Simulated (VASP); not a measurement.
# AlN (P3m1) in VASP: a series of runs

The runs below take AlN through single point, with r2SCAN.

Everything below comes from runs of VASP 6.6.1. Logs are shortened: lines on timing, memory, paths and dates and some standing lists are left out, and cuts for length are marked.

### Step 1. The cell of the first run

The structure is trigonal, space group P3m1 (No. 156). The conventional cell has a = 3.111 Å, b = 3.111 Å, c = 11.956 Å, α = 90.00°, β = 90.00°, γ = 120.00°. Al (site symmetry 3m) has 3 N at 1.89 Å within 2.5 Å. Al (site symmetry 3m) has 4 N at 1.89 to 1.92 Å within 2.5 Å. Within 2.5 Å of Al (site symmetry 3m) lie 4 N at 1.89 to 1.92 Å. Al (site symmetry 3m) has 4 N at 1.89 to 1.92 Å within 2.5 Å. N (site symmetry 3m) has 3 Al at 1.89 Å within 2.5 Å. Within 2.5 Å of N (site symmetry 3m) lie 4 Al at 1.89 to 1.92 Å. N (site symmetry 3m) has 4 Al at 1.89 to 1.92 Å within 2.5 Å. N (site symmetry 3m) has 4 Al at 1.89 to 1.92 Å within 2.5 Å.

### Step 2. Single point, r2SCAN

File POSCAR:

```
AlN
1.0
   -3.1110021516      0.0000000000      0.0000000000
   -1.5555010758     -2.6942068945      0.0000000000
    0.0000000000      0.0000000000     11.9560000000
Al N
4 4
Direct
    0.3333333333      0.3333333333      0.7525706758
    0.3333333333      0.3333333333      0.3362106892
    0.6666666667      0.6666666667      0.1280306959
    0.6666666667      0.6666666667      0.5443906825
    0.3333333333      0.3333333333      0.0801492974
    0.3333333333      0.3333333333      0.4965092840
    0.6666666667      0.6666666667      0.2883292907
    0.6666666667      0.6666666667      0.7046892774
```

File INCAR.step1:

```
ALGO = Normal ; EDIFF = 1E-4
ENCUT = 520 ; GGA = PE
ISMEAR = 0 ; LASPH = T
LCHARG = F ; LREAL = F
LWAVE = T ; NBANDS = 26
NELM = 60 ; PREC = Accurate
SIGMA = 0.05
```

File INCAR.step2:

```
ALGO = Normal ; EDIFF = 1E-6
ENCUT = 520 ; ISIF = 2
ISMEAR = 0 ; ISTART = 1
LASPH = T ; LCHARG = F
LMIXTAU = T ; LREAL = F
LWAVE = F ; METAGGA = R2SCAN
NBANDS = 26 ; NELM = 60
PREC = Accurate ; SIGMA = 0.05
```

File KPOINTS:

```
k-points
0
Gamma
  8 8 3
```

Potentials or basis: VASP PAW PBE potentials, release 64 (Al, N).

On the command line:

```sh
> cat potpaw_PBE.64/Al/POTCAR potpaw_PBE.64/N/POTCAR > POTCAR
> cp INCAR.step1 INCAR
> mpirun -np 1 vasp_std > vasp.out
> cp INCAR.step2 INCAR
> mpirun -np 1 vasp_std > vasp.out
```

OUTCAR:

```text
EDIFF = 1E-6
   ENCUT = 520
   ISIF = 2
   ISMEAR = 0
   ISTART = 1
   LASPH = T
   LREAL = F
   METAGGA = R2SCAN
   NELM = 60
   PREC = Accurate

 ion  position               nearest neighbor table
   1  0.333  0.333  0.753-   8 1.89   8 1.89   8 1.89   4 3.07   4 3.07   4 3.07
   2  0.333  0.333  0.336-   7 1.89   7 1.89   7 1.89   6 1.92   3 3.07   4 3.07   4 3.07   3 3.07
                             3 3.07   4 3.07
   3  0.667  0.667  0.128-   5 1.89   5 1.89   5 1.89   7 1.92   2 3.07   2 3.07   2 3.07
   4  0.667  0.667  0.544-   6 1.89   6 1.89   6 1.89   8 1.92   2 3.07   1 3.07   1 3.07   2 3.07
                             1 3.07   2 3.07
   5  0.333  0.333  0.080-   3 1.89   3 1.89   3 1.89
   6  0.333  0.333  0.497-   4 1.89   4 1.89   4 1.89   2 1.92
   7  0.667  0.667  0.288-   2 1.89   2 1.89   2 1.89   3 1.92
   8  0.667  0.667  0.705-   1 1.89   1 1.89   1 1.89   4 1.92

  LATTYP: Found a hexagonal cell.
 ALAT       =     3.1110021516
 C/A-ratio  =     3.8431345970

  Lattice vectors:

 A1 = (   1.5555010758,   2.6942068945,   0.0000000000)
 A2 = (  -3.1110021516,   0.0000000000,   0.0000000000)
 A3 = (   0.0000000000,   0.0000000000,  11.9560000000)

Analysis of symmetry for initial positions (statically):
=====================================================================
 Subroutine PRICEL returns:
 Original cell was already a primitive cell.

 Routine SETGRP: Setting up the symmetry group for a
 hexagonal supercell.

 Subroutine GETGRP returns: Found  6 space group operations
 (whereof  6 operations were pure point group operations)
 out of a pool of 24 trial point group operations.

The static configuration has the point symmetry C_3v.

Analysis of symmetry for dynamics (positions and initial velocities):
=====================================================================
 Subroutine PRICEL returns:
 Original cell was already a primitive cell.

 Routine SETGRP: Setting up the symmetry group for a
 hexagonal supercell.

 Subroutine GETGRP returns: Found  6 space group operations
 (whereof  6 operations were pure point group operations)
 out of a pool of 24 trial point group operations.

The dynamic configuration has the point symmetry C_3v.

 Subroutine INISYM returns: Found  6 space group operations
 (whereof  6 operations are pure point group operations),
 and found     1 'primitive' translations

----------------------------------------------------------------------------------------

                                     Primitive cell

[... 103 lines left out ...]
   EDIFFG = 0.1E-04   stopping-criterion for IOM
   NSW    =      0    number of steps for IOM
   IBRION =     -1    ionic relax: 0-MD 1-quasi-New 2-CG
   NFREE  =      0    steps in history (QN), initial steepest desc. (CG)
   ISIF   =      2    stress and relaxation
   ISYM   =      2    0-nonsym 1-usesym 2-fastsym
   POTIM  = 0.5000    time-step for ionic-motion
   TEBEG  =    0.0;   TEEND  =   0.0 temperature during run
   PSTRESS=    0.0 pullay stress
   NELECT =      32.0000    total number of electrons
   NUPDOWN=      -1.0000    fix difference up-down
   EMIN   =  10.00;   EMAX   =-10.00  energy-range for DOS
   EFERMI =   0.00;   METHOD = LEGACY
   ISMEAR =     0;   SIGMA  =   0.05  broadening in eV -4-tet -1-fermi 0-gaus
   EFERMI_NEDOS =   21; number of points for ismear=-14 and -15
   IALGO  =     38    algorithm
   IMIX   =      4    mixing-type and parameters
     AMIX     =   0.40;   BMIX     =  1.00
     AMIX_MAG =   1.60;   BMIX_MAG =  1.00
  volume/ion in A,a.u.               =      12.53        84.53
  Fermi-wavevector in a.u.,A,eV,Ry     =   1.118972  2.114550 17.035823  1.252098
  Thomas-Fermi vector in A             =   2.255607
   LORBIT       =      0    0 simple, 1 ext, 2 COOP (PROOUT), +10 PAW based schemes
   METAGGA = R2SCAN    functional components
   LHFCALC =     F    Hartree Fock is set to
   AEXX    =    0.0000 exact exchange contribution
   IVDW    =     0    specifies the selected vdW correction
   LEPSILON=     F    determine dielectric tensor
   LRPA    =     F    only Hartree local field effects (RPA)
 non-spin polarized calculation
 Gauss-broadening in eV      SIGMA  =   0.05
  energy-cutoff  :      520.00
  volume of cell :      100.21
 maximum number of plane-waves:      2716
   NGX = 11   NGY = 11   NGZ = 45

 number of electron      31.9999995 magnetization

 Free energy of the ion-electron system (eV)
  ---------------------------------------------------
  ext. energy  EPLUGINS =         0.00000000
  ---------------------------------------------------
  free energy    TOTEN  =       -73.25583686 eV

  energy without entropy =      -73.25398911  energy(sigma->0) =      -73.25491298

 E-fermi :   5.7960     XC(G=0): -10.3672

 val. band max:        5.7838615008   @ k =   0.0000   0.0000   0.3333
 cond. band min:       5.8545535725   @ k =   0.0000   0.0000   0.3333
 fundamental gap:      0.0706920718
 Fermi energy:         5.7959960899

 k-point     1 :       0.0000    0.0000    0.0000
  band No.  band energies     occupation
      1     -13.3005      2.00000
      2     -11.8859      2.00000
      3     -10.5057      2.00000
      4      -8.2096      2.00000
      5      -2.7522      2.00000
      6      -0.4513      2.00000
[... 685 lines left out ...]
     25      14.5756      0.00000
     26      15.0761      0.00000

 [... further k-points ...]
[... 5 lines left out ...]
  --------------------------------------------------------------------------------------
  -------------------------------------------------------------------------------------
  Total       -0.8585377     -0.8585377     -4.5205591     -0.0000000      0.0000000      0.0000000
  in kB      -13.7262778    -13.7262778    -72.2745790     -0.0000000      0.0000000      0.0000000
  external PRESSURE =     -33.2423782 kB  Pullay stress =       0.0000000 kB

 VOLUME and BASIS-vectors are now :
 -----------------------------------------------------------------------------
  energy-cutoff  :      520.00
  volume of cell :      100.21
      direct lattice vectors                 reciprocal lattice vectors
    -3.111002152  0.000000000  0.000000000    -0.321439829  0.185583372  0.000000000
    -1.555501076 -2.694206895  0.000000000     0.000000000 -0.371166744  0.000000000
     0.000000000  0.000000000 11.956000000     0.000000000  0.000000000  0.083640013

 POSITION                                       TOTAL-FORCE (eV/Angst)
 -----------------------------------------------------------------------------------
     -1.55550     -0.89807      8.99773         0.000000      0.000000      0.166615
     -1.55550     -0.89807      4.01974        -0.000000     -0.000000     -1.414399
     -3.11100     -1.79614      1.53074         0.000000     -0.000000     -2.473532
     -3.11100     -1.79614      6.50873        -0.000000     -0.000000     -1.301432
     -1.55550     -0.89807      0.95826        -0.000000     -0.000000      1.204695
     -1.55550     -0.89807      5.93626        -0.000000     -0.000000      1.208451
     -3.11100     -1.79614      3.44726         0.000000     -0.000000      1.449649
     -3.11100     -1.79614      8.42527        -0.000000      0.000000      1.159953
 -----------------------------------------------------------------------------------
    total drift:                                0.000002      0.000001      0.013472

  FREE ENERGIE OF THE ION-ELECTRON SYSTEM (eV)
  ---------------------------------------------------
  free  energy   TOTEN  =       -73.2558368571 eV

  energy  without entropy=      -73.2539891088  energy(sigma->0) =      -73.25491298
```

OUTCAR.step1:

```text
EDIFF = 1E-4
   ENCUT = 520
   GGA = PE
   ISMEAR = 0
[... 942 lines left out ...]
     -1.55550     -0.89807      0.95826         0.000000      0.000000      0.902460
     -1.55550     -0.89807      5.93626        -0.000000     -0.000000      1.099460
     -3.11100     -1.79614      3.44726         0.000000     -0.000000      1.334113
     -3.11100     -1.79614      8.42527        -0.000000      0.000000      1.111465
 -----------------------------------------------------------------------------------
    total drift:                                0.000000      0.000000      0.001627

  FREE ENERGIE OF THE ION-ELECTRON SYSTEM (eV)
  ---------------------------------------------------
  free  energy   TOTEN  =       -56.2787805839 eV

  energy  without entropy=      -56.2767651213  energy(sigma->0) =      -56.27777285
```

Wall time 4 min (1 thread of Intel Xeon Platinum 8259CL at 2.50GHz (Skylake/Cascade Lake), shared host); peak memory 0.24 GiB.

Results:

```yaml
Free_energy: -73.2558 eV
Pressure: -3.3 GPa
Largest_force: 2.474 eV/Å
Band_gap_on_the_k_mesh: zero (band 16 reaches 5.85 eV, above the bottom of band 17 at 5.78 eV)
```

Forces on the atoms (eV/Å):
```
Al   0.000  0.000  0.167
Al   0.000  0.000 -1.414
Al   0.000  0.000 -2.474
Al   0.000  0.000 -1.301
N    0.000  0.000  1.205
N    0.000  0.000  1.208
N    0.000  0.000  1.450
N    0.000  0.000  1.160
```

Caveat: the PAW data sets were made with another functional, which shifts forces and pressure a little.

[end of part 1 of 2]
